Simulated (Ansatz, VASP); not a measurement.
# Si in VASP and in Ansatz

```
CELL_PARAMETERS angstrom
1.88752 -2.03727 0.00000
1.88752 2.03727 0.00000
-1.34271 0.00000 2.41379
ATOMIC_POSITIONS crystal
Si 0.00000 0.00000 0.50000
```

Alike in both runs: task single point; functional PBE; k mesh 6 × 6 × 8; occupations gaussian, width 0.1 eV; no spin polarisation.

```csv
,VASP,Ansatz
version,VASP 6.6.1,Ansatz 0.2.0
potentials or method,"VASP PAW PBE potentials, release 64 (Si), cutoff 520 eV","scalar-relativistic, plane waves, PAW"
valence electrons in the cell,4,4
```

Ansatz gave:

| Property | Result |
| --- | --- |
| gap on the k mesh at the Fermi level (eV) | none |
| pressure (GPa) | -12.2 |
| traceless stress, the component that is largest in VASP (GPa) | 7.08 |

Question: Estimate VASP's values.

Answer: gap on the k mesh at the Fermi level (eV): none; pressure (GPa): -12.2; traceless stress, the component that is largest in VASP (GPa): 7.09.

A gap of «none» marks a metal or a gap that the smearing closes.

The k mesh is coarse, so the values compare programs but aren't converged.
